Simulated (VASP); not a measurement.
A run of VASP 6.6.1 is set up as follows.

File INCAR:

```
SYSTEM = Ca3Y
PREC     = Accurate       ! precision mode
ENCUT    = 520            ! plane-wave cutoff, eV
EDIFF    = 1E-6           ! SCF threshold, eV
ISMEAR   = 1              ! smearing method
SIGMA    = 0.1            ! smearing width, eV
LREAL    = .False.        ! projectors in reciprocal space
LASPH    = .True.         ! aspherical terms in the spheres
NELM     = 80             ! most SCF steps
ALGO     = Normal         ! electronic algorithm
ISIF     = 2              ! what is computed and relaxed
LWAVE    = .False.        ! write WAVECAR
LCHARG   = .False.        ! write CHGCAR
NBANDS   = 28             ! bands
```

Contents of KPOINTS:

```
Automatic mesh
0
Gamma
  4 4 4
  0 0 0
```

POSCAR

```
Ca3Y
1.0
    0.0000000000      4.2455650000      4.2455650000
    4.2455650000      0.0000000000      4.2455650000
    4.2455650000      4.2455650000      0.0000000000
Ca Y
3 1
Direct
    0.2449455057      0.2538475677      0.2495746308
    0.7445830421      0.7526078193      0.7490606031
    0.4926542607      0.5074182067      0.4980709829
   -0.0084616228      0.0086976297     -0.0017601493
```

Potentials or basis: VASP PAW LDA potentials, release 64 (Ca_sv, Y_sv).

The run is started by

```bash
$ cat potpaw_LDA.64/Ca_sv/POTCAR potpaw_LDA.64/Y_sv/POTCAR > POTCAR
$ mpirun -np 1 vasp_std > vasp.out
```

Question: What does it give for the largest force?

Answer: 0.063 eV/Å.

Question: Estimate the pressure.

Answer: -2.3 GPa.

Forces in eV/Å, atoms in the order of the input:
```
Ca   0.027 -0.040  0.013
Ca   0.043 -0.033  0.028
Ca  -0.028  0.031 -0.019
Y   -0.042  0.042 -0.022
```
